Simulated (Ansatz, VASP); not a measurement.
LiNbO3 in VASP and in Ansatz

```
Li Nb O
1.0
    -2.20011    2.20011    3.27115
     2.20011   -2.20011    3.27115
     2.20011    2.20011   -3.27115
Li Nb O
1 1 3
Direct
  0.81251 0.81251 0.00000
  0.52665 0.52665 0.00000
  0.12096 0.12096 0.00000
  0.93774 0.43774 0.50000
  0.43774 0.93774 0.50000
```

Alike in both runs: task single point; functional PBE; k mesh 6 × 6 × 6; occupations gaussian, width 0.1 eV; collinear spin.

```csv
,VASP,Ansatz
version,VASP 6.6.1,Ansatz 0.2.0
potentials or method,"VASP PAW PBE potentials, release 64 (Li_sv, Nb_sv, O), cutoff 520 eV","scalar-relativistic, plane waves, PAW"
valence electrons in the cell,34,34
```

VASP gave:

- gap on the k mesh at the Fermi level (eV): none
- rms of the force components (eV/Å): 3.729
- net moment per atom (μB): 0.00
- size of the moment on the site where the two differ most (μB): 0.00

Problem. Estimate Ansatz's values.

Solution. gap on the k mesh at the Fermi level (eV): none; rms of the force components (eV/Å): 3.406; net moment per atom (μB): 0.00; size of the moment on the site where the two differ most (μB): 0.95.

Site moments also hang on the region over which each program counts them. Atom by atom the forces differ by 0.355 eV/Å (rms over components). A gap of «none» marks a metal or a gap that the smearing closes. Ansatz's warnings: no starting moments.

Noted on VASP's run: the cutoff is under 1.25 times that of the potentials, so the pressure is a little rough.
